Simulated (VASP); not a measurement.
# GaAs (I-4m2) in VASP: single point with HSE06

Aim: the single point of GaAs with HSE06.

All numbers are computed with VASP 6.6.1; they aren't measurements. Logs are shortened: lines on timing, memory, paths and dates and some standing lists are left out, and cuts for length are marked.

### Step 1. The cell of the first run

The structure is tetragonal, space group I-4m2 (No. 119). Conventional cell: a = 4.007 Å, b = 4.007 Å, c = 5.827 Å, α = 90.00°, β = 90.00°, γ = 90.00°. Ga (site symmetry -4m2) has 4 As at 2.48 Å within 3.3 Å. As (site symmetry -4m2) has 4 Ga at 2.48 Å within 3.3 Å.

### Step 2. Single point, HSE06 (uniaxial x strain +2.8%)

The input, POSCAR:

```
GaAs
1.0
    0.0000000000      2.8330850947      2.8330850947
    2.9132614029      0.0000000000      2.8330850947
    2.9132614029      2.8330850947      0.0000000000
Ga As
1 1
Direct
    0.0000000000      0.0000000000      0.0000000000
    0.2500000000      0.2500000000      0.2500000000
```

The input, INCAR.step1:

```
SYSTEM = GaAs
PREC = Accurate
ENCUT = 520
EDIFF = 1E-5
ISMEAR = 0
SIGMA = 0.01
LREAL = .False.
LASPH = .True.
NELM = 100
ALGO = Normal
ISIF = 2
LWAVE = .True.
GGA = PE
NBANDS = 16
KPAR = 4
```

The input, INCAR.step2:

```
SYSTEM = GaAs
PREC = Accurate
ENCUT = 520
EDIFF = 1E-7
ISMEAR = 0
SIGMA = 0.01
LREAL = .False.
LASPH = .True.
NELM = 100
ALGO = Normal
ISIF = 2
LWAVE = .False.
LCHARG = .True.
GGA = PE
LHFCALC = .True.
HFSCREEN = 0.2079
PRECFOCK = Normal
LVHAR = .True.
ISTART = 1
NBANDS = 16
KPAR = 4
```

The input, KPOINTS:

```
Automatic mesh
0
Gamma
  6 6 6
  0 0 0
```

Potentials or basis: VASP PAW PBE potentials, release 64 (Ga_d, As).

Command:

```
$ cat potpaw_PBE.64/Ga_d/POTCAR potpaw_PBE.64/As/POTCAR > POTCAR
$ cp INCAR.step1 INCAR
$ mpirun -np 4 vasp_std > vasp.out
$ cp INCAR.step2 INCAR
$ mpirun -np 4 vasp_std > vasp.out
```

OUTCAR:

```text
SYSTEM = GaAs
   PREC = Accurate
   ENCUT = 520
   EDIFF = 1E-7
   ISMEAR = 0
   LREAL = .False.
   LASPH = .True.
   NELM = 100
   ISIF = 2
   GGA = PE
   LHFCALC = .True.
   HFSCREEN = 0.2079
   PRECFOCK = Normal
   ISTART = 1

 ion  position               nearest neighbor table
   1  0.000  0.000  0.000-   2 2.48   2 2.48   2 2.48   2 2.48
   2  0.250  0.250  0.250-   1 2.48   1 2.48   1 2.48   1 2.48

  LATTYP: Found a body centered tetragonal cell.
 ALAT       =     4.0065873643
 C/A-ratio  =     1.4542358062

  Lattice vectors:

 A1 = (   2.9132614029,   0.0000000000,   2.8330850947)
 A2 = (   2.9132614029,   0.0000000000,  -2.8330850947)
 A3 = (  -2.9132614029,   2.8330850947,   0.0000000000)

Analysis of symmetry for initial positions (statically):
=====================================================================
 Subroutine PRICEL returns:
 Original cell was already a primitive cell.

 Routine SETGRP: Setting up the symmetry group for a
 body centered tetragonal supercell.

 Subroutine GETGRP returns: Found  8 space group operations
 (whereof  8 operations were pure point group operations)
 out of a pool of 16 trial point group operations.

The static configuration has the point symmetry D_2d.

Analysis of symmetry for dynamics (positions and initial velocities):
=====================================================================
 Subroutine PRICEL returns:
 Original cell was already a primitive cell.

 Routine SETGRP: Setting up the symmetry group for a
 body centered tetragonal supercell.

 Subroutine GETGRP returns: Found  8 space group operations
 (whereof  8 operations were pure point group operations)
 out of a pool of 16 trial point group operations.

The dynamic configuration has the point symmetry D_2d.

 Subroutine INISYM returns: Found  8 space group operations
 (whereof  8 operations are pure point group operations),
 and found     1 'primitive' translations

----------------------------------------------------------------------------------------

                                     Primitive cell

  volume of cell :      46.7658

  direct lattice vectors                    reciprocal lattice vectors
     0.000000000  2.833085095  2.833085095    -0.171628951  0.176486051  0.176486051
     2.913261403  0.000000000  2.833085095     0.171628951 -0.176486051  0.176486051
     2.913261403  2.833085095  0.000000000     0.171628951  0.176486051 -0.176486051

  length of vectors
     4.006587364  4.063676064  4.063676064     0.302904522  0.302904522  0.302904522

  position of ions in fractional coordinates (direct lattice)
     0.000000000  0.000000000  0.000000000
     0.250000000  0.250000000  0.250000000

  ion indices of the primitive-cell ions
   primitive index   ion index
                 1           1
                 2           2

----------------------------------------------------------------------------------------

 KPOINTS: Automatic mesh

Automatic generation of k-mesh.
 Grid dimensions read from file:
 generate k-points for:    6    6    6

 Generating k-lattice:

  Cartesian coordinates                     Fractional coordinates (reciprocal lattice)
    -0.028604825  0.029414342  0.029414342     0.166666667  0.000000000  0.000000000
     0.028604825 -0.029414342  0.029414342     0.000000000  0.166666667  0.000000000
     0.028604825  0.029414342 -0.029414342     0.000000000  0.000000000  0.166666667

  Length of vectors
     0.050484087  0.050484087  0.050484087

  Shift w.r.t. Gamma in fractional coordinates (k-lattice)
     0.000000000  0.000000000  0.000000000

 Subroutine IBZKPT returns following result:
 ===========================================

 Found     30 irreducible k-points:

 Following reciprocal coordinates:
            Coordinates               Weight
  0.000000  0.000000  0.000000      1.000000
  0.166667  0.000000  0.000000      8.000000
  0.333333 -0.000000 -0.000000      8.000000
  0.500000 -0.000000 -0.000000      4.000000
  0.166667  0.166667  0.000000      4.000000
  0.333333  0.166667  0.000000     16.000000
[... 16 lines left out ...]
 -0.333333  0.500000  0.166667      4.000000
  0.333333 -0.333333  0.166667      8.000000
 [... further k-points ...]
   k-points           NKPTS =     30   k-points in BZ     NKDIM =    216   number of bands    NBANDS=     16
   number of dos      NEDOS =    301   number of ions     NIONS =      2
   total plane-waves  NPLWV =  27000
   dimension x,y,z NGX =    30 NGY =   30 NGZ =   30
   dimension x,y,z NGXF=    60 NGYF=   60 NGZF=   60
   ions per type =               1   1
   NGX,Y,Z   is equivalent  to a cutoff of  12.45, 12.27, 12.27 a.u.
   NGXF,Y,Z  is equivalent  to a cutoff of  24.90, 24.55, 24.55 a.u.
 SYSTEM =  GaAs
   PREC   = accura    normal or accurate (medium, high low for compatibility)
   ISTART =      1    job   : 0-new  1-cont  2-samecut
   ICHARG =      0    charge: 1-file 2-atom 10-const
   ISPIN  =      1    spin polarized calculation?
   LNONCOLLINEAR =      F non collinear calculations
   LSORBIT =      F    spin-orbit coupling
   LASPH  =      T    aspherical Exc in radial PAW
   ENCUT  =  520.0 eV  38.22 Ry    6.18 a.u.   7.45  7.56  7.56*2*pi/ulx,y,z
   NELM   =    100;   NELMIN=  2; NELMDL=  0     # of ELM steps
   EDIFF  = 0.1E-06   stopping-criterion for ELM
   LREAL  =      F    real-space projection
   EDIFFG = 0.1E-05   stopping-criterion for IOM
   NSW    =      0    number of steps for IOM
   IBRION =     -1    ionic relax: 0-MD 1-quasi-New 2-CG
   NFREE  =      0    steps in history (QN), initial steepest desc. (CG)
   ISIF   =      2    stress and relaxation
   ISYM   =      3    0-nonsym 1-usesym 2-fastsym
   POTIM  = 0.5000    time-step for ionic-motion
   TEBEG  =    0.0;   TEEND  =   0.0 temperature during run
   PSTRESS=    0.0 pullay stress
   NELECT =      18.0000    total number of electrons
   NUPDOWN=      -1.0000    fix difference up-down
   EMIN   =  10.00;   EMAX   =-10.00  energy-range for DOS
   EFERMI =   0.00;   METHOD = LEGACY
   ISMEAR =     0;   SIGMA  =   0.01  broadening in eV -4-tet -1-fermi 0-gaus
   EFERMI_NEDOS =   21; number of points for ismear=-14 and -15
   IALGO  =     38    algorithm
   IMIX   =      1    mixing-type and parameters
     AMIX     =   0.40;   BMIX     =  1.00
     AMIX_MAG =   1.60;   BMIX_MAG =  1.00
  volume/ion in A,a.u.               =      23.38       157.80
  Fermi-wavevector in a.u.,A,eV,Ry     =   1.190847  2.250375 19.294659  1.418117
  Thomas-Fermi vector in A             =   2.326923
   LORBIT       =      0    0 simple, 1 ext, 2 COOP (PROOUT), +10 PAW based schemes
   GGA     = PE    functional components
   LHFCALC =     T    Hartree Fock is set to
   PRECFOCK=normal    Normal, Fast or Accurate (Low or Medium for compatibility)
   ENCUT4O =  -1.0   cutoff for four orbital integrals eV
   NKREDX  =     1    reduce k-point grid by
   NKREDY  =     1    reduce k-point grid by
   NKREDZ  =     1    reduce k-point grid by
   AEXX    =    0.2500 exact exchange contribution
   HFSCREEN=    0.2079 screening length (either q_TF or 0.3 A-1)
   HFSCREENC=   0.2079 screening length for correlation (either q_TF or 0.3 A-1)
   ENCUTFOCK=  -1.0 apply spherical cutoff to Coloumb kernel
   IVDW    =     0    specifies the selected vdW correction
   LEPSILON=     F    determine dielectric tensor
   LRPA    =     F    only Hartree local field effects (RPA)
 non-spin polarized calculation
 Gauss-broadening in eV      SIGMA  =   0.01
  energy-cutoff  :      520.00
  volume of cell :       46.77
 maximum number of plane-waves:      1291
 NGX is ok and might be reduce to    30
  NGX = 24; NGY = 24; NGZ = 24

 number of electron      17.9999988 magnetization

 Free energy of the ion-electron system (eV)
  ---------------------------------------------------
  ext. energy  EPLUGINS =         0.00000000
  ---------------------------------------------------
  free energy    TOTEN  =        -9.83803884 eV

  energy without entropy =       -9.83803884  energy(sigma->0) =       -9.83803884

 E-fermi :   3.3895     XC(G=0):  -7.8467

 val. band max:        3.2539381334   @ k =   0.0000   0.0000   0.0000
 cond. band min:       4.3123105498   @ k =   0.0000   0.0000   0.0000
 fundamental gap:      1.0583724164
 Fermi energy:         3.3894823329

 k-point     1 :       0.0000    0.0000    0.0000
  band No.  band energies     occupation
      1     -14.1389      2.00000
      2     -14.1319      2.00000
      3     -14.1319      2.00000
      4     -14.0646      2.00000
      5     -14.0583      2.00000
      6     -10.5066      2.00000
[... 8 lines left out ...]
     15      13.8917      0.00000
     16      14.4691      0.00000

 k-point     2 :       0.1667    0.0000    0.0000
  band No.  band energies     occupation
      1     -14.1466      2.00000
      2     -14.1313      2.00000
      3     -14.1272      2.00000
      4     -14.0650      2.00000
      5     -14.0582      2.00000
      6     -10.1782      2.00000
[... 8 lines left out ...]
     15      13.1124      0.00000
     16      13.2526      0.00000

 k-point     3 :       0.3333   -0.0000   -0.0000
  band No.  band energies     occupation
      1     -14.1689      2.00000
      2     -14.1234      2.00000
      3     -14.1192      2.00000
      4     -14.0645      2.00000
      5     -14.0566      2.00000
      6      -9.3253      2.00000
[... 8 lines left out ...]
     15      13.7291      0.00000
     16      13.8065      0.00000

 k-point     4 :       0.5000   -0.0000   -0.0000
  band No.  band energies     occupation
      1     -14.1799      2.00000
      2     -14.1201      2.00000
      3     -14.1160      2.00000
      4     -14.0634      2.00000
      5     -14.0549      2.00000
      6      -8.6951      2.00000
[... 8 lines left out ...]
     15      15.9185      0.00000
     16      16.1361      0.00000
[... 324 lines left out ...]
 k-point    22 :       0.3333    0.5000    0.1667
  band No.  band energies     occupation
      1     -14.1858      2.00000
      2     -14.1123      2.00000
      3     -14.1080      2.00000
      4     -14.0728      2.00000
      5     -14.0537      2.00000
      6      -8.6213      2.00000
[... 8 lines left out ...]
     15      15.2012      0.00000
     16      17.2239      0.00000

 k-point    23 :      -0.3333    0.5000    0.1667
  band No.  band energies     occupation
      1     -14.1985      2.00000
      2     -14.1065      2.00000
      3     -14.0971      2.00000
      4     -14.0754      2.00000
      5     -14.0539      2.00000
      6      -7.8720      2.00000
[... 8 lines left out ...]
     15      16.1433      0.00000
     16      17.2716      0.00000

 k-point    24 :       0.3333   -0.3333    0.1667
  band No.  band energies     occupation
      1     -14.1908      2.00000
      2     -14.1114      2.00000
      3     -14.1039      2.00000
      4     -14.0725      2.00000
      5     -14.0544      2.00000
      6      -8.1039      2.00000
[... 8 lines left out ...]
     15      16.5367      0.00000
     16      17.2408      0.00000

 [... further k-points ...]
[... 5 lines left out ...]
  --------------------------------------------------------------------------------------
  -------------------------------------------------------------------------------------
  Total       -0.8209527     -0.2409996     -0.2409996      0.0000000      0.0000000     -0.0000000
  in kB      -28.1254855     -8.2565437     -8.2565437      0.0000000      0.0000000     -0.0000000
  external PRESSURE =     -14.8795243 kB  Pullay stress =       0.0000000 kB

 VOLUME and BASIS-vectors are now :
 -----------------------------------------------------------------------------
  energy-cutoff  :      520.00
  volume of cell :       46.77
      direct lattice vectors                 reciprocal lattice vectors
     0.000000000  2.833085095  2.833085095    -0.171628951  0.176486051  0.176486051
     2.913261403  0.000000000  2.833085095     0.171628951 -0.176486051  0.176486051
     2.913261403  2.833085095  0.000000000     0.171628951  0.176486051 -0.176486051

 POSITION                                       TOTAL-FORCE (eV/Angst)
 -----------------------------------------------------------------------------------
      0.00000      0.00000      0.00000        -0.000000     -0.000000      0.000000
      1.45663      1.41654      1.41654         0.000000      0.000000     -0.000000
 -----------------------------------------------------------------------------------
    total drift:                               -0.000002      0.000003      0.000003

  FREE ENERGIE OF THE ION-ELECTRON SYSTEM (eV)
  ---------------------------------------------------
  free  energy   TOTEN  =        -9.8380388368 eV

  energy  without entropy=       -9.8380388368  energy(sigma->0) =       -9.83803884
```

It took 44 min on 4 MPI ranks of Oxide Virtual Turin-like, shared host; peak memory 0.28 GiB.

What came out:

```yaml
Free_energy: -9.8380 eV
Pressure: -1.5 GPa
Band_gap_on_the_k_mesh: 1.06 eV
```

Caveat: the cell differs from its parent crystal (uniaxial x strain +2.8%); the PAW data sets were made with another functional, which shifts forces and pressure a little.
